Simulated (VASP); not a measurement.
**Cd: single point with LDA**

Cd:

```
Cd
1.0
     2.88186    0.00000    0.00000
    -1.44093    2.49577    0.00000
     0.00000    0.00000    5.63837
Cd
2
Cartesian
  0.0000 1.6638 1.4096
  1.4409 0.8319 4.2288
```

| Quantity | Value |
| --- | --- |
| Program | VASP 6.6.1 |
| Task | single point |
| Functional | LDA |
| Potentials or basis | VASP PAW LDA potentials, release 64 (Cd_sv_GW) |
| Cutoff | 630 eV |
| k mesh | 13 × 13 × 6 |
| Occupations | gaussian, width 0.2 eV |
| Spin | no spin polarisation |
| Dipole correction | no |
| Further INCAR settings | ALGO = Normal; EDIFF = 1e-06; NBANDS = 27 |

- Pressure: 0.0 GPa
- Band gap on the k mesh: zero (bands 20 and 21 overlap by 4.68 eV)

Stress tensor (GPa, compression positive):
```
 1.10  0.00  0.00
 0.00  1.10  0.00
 0.00  0.00 -2.17
```

Levels at points of the mesh, in eV from the Fermi level:
| k point | band 17 | band 18 | band 19 | band 20 | band 21 | band 22 | band 23 | band 24 |
| --- | --- | --- | --- | --- | --- | --- | --- | --- |
| (0.00, 0.00, 0.00) | -8.59 | -8.35 | -8.35 | -3.33 | -3.29 | 9.80 | 14.35 | 14.80 |
| (0.00, 0.00, 0.50) | -8.46 | -8.46 | -7.65 | -7.65 | 3.39 | 3.39 | 14.62 | 14.62 |

Run time: 53 s on 1 thread of Intel(R) Xeon(R) Platinum 8488C (Sapphire Rapids), on a shared host, peak memory 0.23 GiB.
